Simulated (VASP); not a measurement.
# Au: single point with PBE

Au:

```
Au
1.0
     0.00000    2.09947    2.09947
     2.09947    0.00000    2.09947
     2.09947    2.09947    0.00000
Au
1
Direct
  0.00000 0.00000 0.00000
```

| Item | Value |
| --- | --- |
| Program | VASP 6.6.1 |
| Task | single point |
| Functional | PBE |
| Potentials or basis | VASP PAW PBE potentials, release 64 (Au) |
| Cutoff | 500 eV |
| k mesh | 18 × 18 × 18 |
| Occupations | gaussian, width 0.1 eV |
| Spin | no spin polarisation |

The pressure is -4.0 GPa and the band gap on the k mesh is zero (an odd number of electrons rules out a gap without spin polarisation).

Levels at points of the mesh, in eV from the Fermi level:
```csv
k point,band 4,band 5,band 6,band 7,band 8,band 9
"(0.00, 0.00, 0.00)",-4.21,-2.91,-2.91,14.66,18.19,18.19
"(0.50, 0.00, 0.00)",-1.87,-1.87,-0.52,2.71,14.10,16.56
"(0.50, 0.50, 0.00)",-1.59,-1.59,1.31,5.19,9.83,9.83
```

It took 42 s on 1 thread of Intel(R) Xeon(R) Platinum 8375C CPU @ 2.90GHz (Ice Lake), with other jobs on the host, peak memory 0.17 GiB.

Caveat: the cell stands under tension; spin-orbit coupling is left out, which moves the levels of the heavy elements.
